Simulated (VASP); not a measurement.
Set up this calculation in VASP 6.6.1, as the native input.

```
Task                   : single point
Functional             : LDA
Potentials or basis    : VASP PAW LDA potentials, release 64 (Al, N)
Cutoff                 : 520 eV
k mesh                 : 9 × 9 × 6
Occupations            : gaussian, width 0.05 eV
Spin                   : no spin polarisation
Dipole correction      : no
Further INCAR settings : ALGO = Normal; EDIFF = 1e-06; NBANDS = 16
```

The structure of AlN lies in POSCAR:

```
AlN
1.0
    3.1143789636      0.0000000000      0.0000000000
   -1.5571894818      2.6971312995      0.0000000000
    0.0000000000      0.0000000000      4.9848021043
Al N
2 2
Direct
    0.3236882189      0.6473764378      0.0015212672
    0.6763117811      0.3526235622      0.5015212672
    0.3419399799      0.6838799599      0.3834787328
    0.6580600201      0.3161200401      0.8834787328
```

The input as run:

INCAR

```
SYSTEM = AlN
  PREC = Accurate
  ENCUT = 520
  EDIFF = 1E-6
  ISMEAR = 0
  SIGMA = 0.05
  LREAL = .FALSE.
  LASPH = .TRUE.
  NELM = 80
  ALGO = Normal
  ISIF = 2
  LWAVE = .FALSE.
  LCHARG = .FALSE.
  GGA = CA
  NBANDS = 16
```

KPOINTS

```
Automatic mesh
0
G
  9 9 6
  0 0 0
```

Potentials or basis: VASP PAW LDA potentials, release 64 (Al, N).

Command:

```sh
$ cat potpaw_LDA.64/Al/POTCAR potpaw_LDA.64/N/POTCAR > POTCAR
$ mpirun -np 1 vasp_std > vasp.out
```

Results of the run:

```yaml
Pressure: -4.6 GPa
Largest_force: 0.281 eV/Å
Band_gap_on_the_k_mesh: 4.17 eV, direct
```

Run time: 44 s on 1 thread of Intel(R) Xeon(R) 6975P-C (Granite Rapids), with other jobs on the host, peak memory 0.17 GiB.
